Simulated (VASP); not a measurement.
Wanted: the native input for a VASP 6.6.1 run.

```
Task                   : single point
Functional             : PBE
Potentials or basis    : VASP PAW PBE potentials, release 64 (Ba_sv)
Cutoff                 : 520 eV
k mesh                 : 9 × 9 × 12
Occupations            : gaussian, width 0.15 eV
Spin                   : no spin polarisation
Dipole correction      : no
Further INCAR settings : ALGO = Fast; EDIFF = 1e-06; NBANDS = 17
```

The structure of Ba lies in POSCAR:

```
Ba
1.0
    6.4363817076      0.0000000000      0.0000000000
   -3.2181908538      5.5740700672      0.0000000000
    0.0000000000      0.0000000000      3.9093935500
Ba
2
Direct
    0.3333333333      0.6666666667      0.5000000000
    0.6666666667      0.3333333333      0.5000000000
```

This cell differs from its parent crystal: strain -0.080 along x and y, +0.000 along z.

These files were run (other wordings do the same):

INCAR

```
SYSTEM = Ba
PREC = Accurate ; ENCUT = 520
EDIFF = 1E-6 ; ISMEAR = 0
SIGMA = 0.15 ; LREAL = .False.
LASPH = .True. ; NELM = 60
ALGO = Fast ; ISIF = 2
LWAVE = .False. ; LCHARG = .False.
GGA = PE ; NBANDS = 17
```

KPOINTS

```
regular mesh
0
Gamma
  9 9 12
  0 0 0
```

Potentials or basis: VASP PAW PBE potentials, release 64 (Ba_sv).

Run with:

```bash
$ cat potpaw_PBE.64/Ba_sv/POTCAR > POTCAR
$ mpirun -np 1 vasp_std > vasp.out
```

Results of the run:

| Quantity | Value |
| --- | --- |
| Pressure | 0.7 GPa |
| Band gap on the k mesh | zero (band 10 reaches 1.63 eV, above the bottom of band 11 at 0.42 eV) |

Caveat: the cell differs from its parent crystal (strain -0.080 along x and y, +0.000 along z); spin-orbit coupling is left out, which moves the levels of the heavy elements.

It took 2.7 min on 1 thread of Intel(R) Xeon(R) Platinum 8375C CPU @ 2.90GHz (Ice Lake), with other jobs on the host, peak memory 0.35 GiB.
